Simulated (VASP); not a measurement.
# TaSi2 (P-6m2) in VASP: single point with PBE

Aim: the single point of TaSi2 with PBE.

All numbers are computed with VASP 6.6.1; they aren't measurements. Logs are shortened: lines on timing, memory, paths and dates and some standing lists are left out, and cuts for length are marked.

## (1) The cell of the first run

It takes space group P-6m2 (No. 187, hexagonal). Conventional cell: a = 4.506 Å, b = 4.506 Å, c = 2.702 Å, α = 90.00°, β = 90.00°, γ = 120.00°. Within 3.4 Å of Ta (site symmetry -6m2) lie 9 Si at 2.60 to 2.93 Å and 2 Ta at 2.70 Å. Si (site symmetry -6m2) has 8 Si at 2.70 to 2.93 Å and 6 Ta at 2.93 Å within 3.6 Å. Si (site symmetry -6m2) has 3 Ta at 2.60 Å and 8 Si at 2.70 to 2.93 Å within 3.4 Å.

The cell was built from a structure type or drawn by symmetry, and may not be a known phase.

## (2) Single point, PBE

Input file INCAR:

```
PREC = Accurate
ENCUT = 500
EDIFF = 1E-6
ISMEAR = 0
SIGMA = 0.2
LREAL = False
LASPH = True
NELM = 120
ALGO = Normal
ISIF = 2
LWAVE = False
LCHARG = False
GGA = PE
NBANDS = 16
GGA_COMPAT = False
```

Input file KPOINTS:

```
regular mesh
0
Gamma
  6 6 6
```

Input file POSCAR:

```
TaSi2
1.0
    4.5060095673      0.0000000032      0.0000000000
   -2.2530047864      3.9023187534      0.0000000000
    0.0000000000      0.0000000000      2.7017872394
Ta Si
1 2
Direct
    0.6666666667      0.3333333333      0.0000000000
    0.0000000000      0.0000000000      0.5000000000
    0.3333333333      0.6666666667      0.0000000000
```

Potentials or basis: VASP PAW PBE potentials, release 64 (Ta_pv, Si).

Started as:

```console
cat potpaw_PBE.64/Ta_pv/POTCAR potpaw_PBE.64/Si/POTCAR > POTCAR
mpirun -np 1 vasp_std > vasp.out
```

OUTCAR:

```text
PREC = Accurate
   ENCUT = 500
   EDIFF = 1E-6
   ISMEAR = 0
   LREAL = False
   LASPH = True
   NELM = 120
   ISIF = 2
   GGA = PE

 ion  position               nearest neighbor table
   1  0.667  0.333  0.000-   3 2.60   3 2.60   3 2.60   2 2.93   2 2.93   2 2.93   2 2.93   2 2.93
                             2 2.93
   2  0.000  0.000  0.500-   1 2.93   3 2.93   1 2.93   3 2.93   1 2.93   1 2.93   3 2.93   3 2.93
                             1 2.93   1 2.93   3 2.93   3 2.93
   3  0.333  0.667  0.000-   1 2.60   1 2.60   1 2.60   2 2.93   2 2.93   2 2.93   2 2.93   2 2.93
                             2 2.93

  LATTYP: Found a hexagonal cell.
 ALAT       =     4.5060095673
 C/A-ratio  =     0.5995964276

  Lattice vectors:

 A1 = (   4.5060095673,   0.0000000032,   0.0000000000)
 A2 = (  -2.2530047864,   3.9023187534,   0.0000000000)
 A3 = (   0.0000000000,   0.0000000000,   2.7017872394)

Analysis of symmetry for initial positions (statically):
=====================================================================
 Subroutine PRICEL returns:
 Original cell was already a primitive cell.

 Routine SETGRP: Setting up the symmetry group for a
 hexagonal supercell.

 Subroutine GETGRP returns: Found 12 space group operations
 (whereof 12 operations were pure point group operations)
 out of a pool of 24 trial point group operations.

The static configuration has the point symmetry D_3h.

Analysis of symmetry for dynamics (positions and initial velocities):
=====================================================================
 Subroutine PRICEL returns:
 Original cell was already a primitive cell.

 Routine SETGRP: Setting up the symmetry group for a
 hexagonal supercell.

 Subroutine GETGRP returns: Found 12 space group operations
 (whereof 12 operations were pure point group operations)
 out of a pool of 24 trial point group operations.

The dynamic configuration has the point symmetry D_3h.

 Subroutine INISYM returns: Found 12 space group operations
 (whereof 12 operations are pure point group operations),
 and found     1 'primitive' translations

----------------------------------------------------------------------------------------

                                     Primitive cell

  volume of cell :      47.5079

[... 83 lines left out ...]
   ICHARG =      2    charge: 1-file 2-atom 10-const
   ISPIN  =      1    spin polarized calculation?
   LNONCOLLINEAR =      F non collinear calculations
   LSORBIT =      F    spin-orbit coupling
   LASPH  =      T    aspherical Exc in radial PAW
   ENCUT  =  500.0 eV  36.75 Ry    6.06 a.u.   8.22  8.22  4.93*2*pi/ulx,y,z
   NELM   =    120;   NELMIN=  2; NELMDL= -5     # of ELM steps
   EDIFF  = 0.1E-05   stopping-criterion for ELM
   LREAL  =      F    real-space projection
   EDIFFG = 0.1E-04   stopping-criterion for IOM
   NSW    =      0    number of steps for IOM
   IBRION =     -1    ionic relax: 0-MD 1-quasi-New 2-CG
   NFREE  =      0    steps in history (QN), initial steepest desc. (CG)
   ISIF   =      2    stress and relaxation
   ISYM   =      2    0-nonsym 1-usesym 2-fastsym
   POTIM  = 0.5000    time-step for ionic-motion
   TEBEG  =    0.0;   TEEND  =   0.0 temperature during run
   PSTRESS=    0.0 pullay stress
   NELECT =      19.0000    total number of electrons
   NUPDOWN=      -1.0000    fix difference up-down
   EMIN   =  10.00;   EMAX   =-10.00  energy-range for DOS
   EFERMI =   0.00;   METHOD = LEGACY
   ISMEAR =     0;   SIGMA  =   0.20  broadening in eV -4-tet -1-fermi 0-gaus
   EFERMI_NEDOS =   21; number of points for ismear=-14 and -15
   IALGO  =     38    algorithm
   IMIX   =      4    mixing-type and parameters
     AMIX     =   0.40;   BMIX     =  1.00
     AMIX_MAG =   1.60;   BMIX_MAG =  1.00
  volume/ion in A,a.u.               =      15.84       106.87
  Fermi-wavevector in a.u.,A,eV,Ry     =   1.206158  2.279307 19.793973  1.454816
  Thomas-Fermi vector in A             =   2.341833
   LORBIT       =      0    0 simple, 1 ext, 2 COOP (PROOUT), +10 PAW based schemes
   GGA     = PE    functional components
   LHFCALC =     F    Hartree Fock is set to
   AEXX    =    0.0000 exact exchange contribution
   IVDW    =     0    specifies the selected vdW correction
   LEPSILON=     F    determine dielectric tensor
   LRPA    =     F    only Hartree local field effects (RPA)
 non-spin polarized calculation
 Gauss-broadening in eV      SIGMA  =   0.20
  energy-cutoff  :      500.00
  volume of cell :       47.51
 maximum number of plane-waves:      1224
 NGX is ok and might be reduce to    36
   NGX = 17   NGY = 17   NGZ =  9

 number of electron      18.9999998 magnetization

 Free energy of the ion-electron system (eV)
  ---------------------------------------------------
  ext. energy  EPLUGINS =         0.00000000
  ---------------------------------------------------
  free energy    TOTEN  =       -22.16666090 eV

  energy without entropy =      -22.13830502  energy(sigma->0) =      -22.15248296

 E-fermi :   8.2058     XC(G=0): -11.6618

 val. band max:        8.1730066941   @ k =   0.3333   0.0000   0.5000
 cond. band min:       8.2737726691   @ k =   0.1667   0.1667   0.1667
 fundamental gap:      0.1007659750
 Fermi energy:         8.2057812013

 k-point     1 :       0.0000    0.0000    0.0000
  band No.  band energies     occupation
      1     -25.9492      2.00000
      2     -25.9492      2.00000
      3     -25.2237      2.00000
      4      -4.3567      2.00000
      5       3.0199      2.00000
      6       3.0199      2.00000
[... 433 lines left out ...]
      3     -25.7936      2.00000
      4       1.2614      2.00000
      5       1.3888      2.00000
      6       3.8457      2.00000
[... 8 lines left out ...]
     15      11.9541      0.00000
     16      14.9069      0.00000

 [... further k-points ...]
[... 5 lines left out ...]
  --------------------------------------------------------------------------------------
  -------------------------------------------------------------------------------------
  Total        0.0460220      0.0460220     -0.0467996      0.0000000      0.0000000     -0.0000000
  in kB        1.5520670      1.5520670     -1.5782893      0.0000000      0.0000000     -0.0000000
  external PRESSURE =       0.5086149 kB  Pullay stress =       0.0000000 kB

 VOLUME and BASIS-vectors are now :
 -----------------------------------------------------------------------------
  energy-cutoff  :      500.00
  volume of cell :       47.51
      direct lattice vectors                 reciprocal lattice vectors
     4.506009567  0.000000003  0.000000000     0.221925849  0.128128949  0.000000000
    -2.253004786  3.902318753  0.000000000    -0.000000000  0.256257898  0.000000000
     0.000000000  0.000000000  2.701787239     0.000000000  0.000000000  0.370125369

 POSITION                                       TOTAL-FORCE (eV/Angst)
 -----------------------------------------------------------------------------------
      2.25300      1.30077      0.00000         0.000000      0.000000      0.000000
      0.00000      0.00000      1.35089        -0.000000     -0.000000      0.000000
     -0.00000      2.60155      0.00000        -0.000000     -0.000000      0.000000
 -----------------------------------------------------------------------------------
    total drift:                               -0.000000      0.000000      0.000000

  FREE ENERGIE OF THE ION-ELECTRON SYSTEM (eV)
  ---------------------------------------------------
  free  energy   TOTEN  =       -22.1666608992 eV

  energy  without entropy=      -22.1383050232  energy(sigma->0) =      -22.15248296
```

OSZICAR:

```text
N       E                     dE             d eps       ncg     rms          rms(c)
DAV:   1     0.853658170627E+02    0.85366E+02   -0.91720E+03   896   0.103E+03
DAV:   2    -0.204575081936E+02   -0.10582E+03   -0.10308E+03  1136   0.254E+02
DAV:   3    -0.227050141704E+02   -0.22475E+01   -0.22338E+01  1176   0.338E+01
DAV:   4    -0.227196495342E+02   -0.14635E-01   -0.14633E-01  1136   0.316E+00
DAV:   5    -0.227198361984E+02   -0.18666E-03   -0.18666E-03  1192   0.338E-01    0.151E+01
DAV:   6    -0.222574762933E+02    0.46236E+00   -0.15667E+00  1096   0.816E+00    0.728E+00
DAV:   7    -0.221802238270E+02    0.77252E-01   -0.15575E-01  1008   0.249E+00    0.302E+00
DAV:   8    -0.221668864529E+02    0.13337E-01   -0.35622E-02  1112   0.143E+00    0.299E-01
DAV:   9    -0.221666626456E+02    0.22381E-03   -0.12007E-03  1112   0.254E-01    0.135E-01
DAV:  10    -0.221666611539E+02    0.14918E-05   -0.18391E-04  1120   0.109E-01    0.338E-02
DAV:  11    -0.221666611618E+02   -0.79156E-08   -0.13016E-05  1184   0.234E-02    0.138E-02
DAV:  12    -0.221666608992E+02    0.26263E-06   -0.10235E-06   632   0.768E-03
   1 F= -.22166661E+02 E0= -.22152483E+02  d E =-.283559E-01
```

Run time: 13 s. Hardware: 1 thread of AMD EPYC 9R45 (Zen 5), shared host; peak memory 0.14 GiB.

Results:

- Free energy: -22.1667 eV
- Pressure: 0.1 GPa
- Band gap on the k mesh: zero (an odd number of electrons rules out a gap without spin polarisation)

Levels at points of the mesh, in eV from the Fermi level:
```csv
k point,band 6,band 7,band 8,band 9,band 10,band 11,band 12,band 13,band 14,band 15
"(0.00, 0.00, 0.00)",-5.19,-5.04,-2.93,-0.30,-0.30,4.06,4.06,4.84,5.39,5.39
"(0.50, 0.00, 0.00)",-4.76,-4.42,-1.93,-1.25,2.95,3.11,3.57,3.90,6.02,6.75
"(0.00, 0.00, 0.50)",-2.44,-2.44,-2.02,-2.02,-0.53,-0.14,1.16,1.16,5.03,5.03
"(0.50, 0.00, 0.50)",-5.38,-4.26,-3.33,-0.71,-0.24,1.23,1.41,2.09,4.29,5.08
```

Caveat: the k points lie up to 0.39 Å⁻¹ apart, too coarse for converged energies and pressures of a metal; spin-orbit coupling is left out, which moves the levels of the heavy elements.
